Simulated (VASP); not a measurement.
Wanted: the native input for a VASP 6.6.1 run.

```
Task                   : single point
Functional             : PBE
Potentials or basis    : VASP PAW PBE potentials, release 64 (Zn, P, Au)
Cutoff                 : 520 eV
k mesh                 : 8 × 8 × 8
Occupations            : gaussian, width 0.1 eV
Spin                   : no spin polarisation
Dipole correction      : no
Further INCAR settings : ALGO = Normal; EDIFF = 1e-06; NBANDS = 34
```

The structure of Zn3PAu lies in POSCAR:

```
Zn3PAu
1.0
    4.8427282638      0.0000000000      0.0000000000
    0.0000000000      4.8427282638      0.0000000000
    0.0000000000      0.0000000000      4.8427282638
Zn P Au
3 1 1
Direct
    0.0000000000      0.5000000000      0.5000000000
    0.5000000000      0.0000000000      0.5000000000
    0.5000000000      0.5000000000      0.0000000000
    0.0000000000      0.0000000000      0.0000000000
    0.5000000000      0.5000000000      0.5000000000
```

The input as run:

INCAR

```
SYSTEM = Zn3PAu
PREC = Accurate ; ENCUT = 520
EDIFF = 1E-6 ; ISMEAR = 0
SIGMA = 0.1 ; LREAL = .FALSE.
LASPH = .TRUE. ; NELM = 100
ALGO = Normal ; ISIF = 2
LWAVE = .FALSE. ; LCHARG = .FALSE.
GGA = PE ; NBANDS = 34
```

KPOINTS

```
Automatic mesh
0
G
  8 8 8
  0 0 0
```

Potentials or basis: VASP PAW PBE potentials, release 64 (Zn, P, Au).

Launch:

```sh
$ cat potpaw_PBE.64/Zn/POTCAR potpaw_PBE.64/P/POTCAR potpaw_PBE.64/Au/POTCAR > POTCAR
$ mpirun -np 1 vasp_std > vasp.out
```

Results of the run:

- Pressure: 0.2 GPa
- Band gap on the k mesh: zero (bands 26 and 27 overlap by 3.16 eV)

Caveat: spin-orbit coupling is left out, which moves the levels of the heavy elements.

It took 35 s on 1 thread of Intel(R) Xeon(R) 6975P-C (Granite Rapids), on a shared host, peak memory 0.28 GiB.
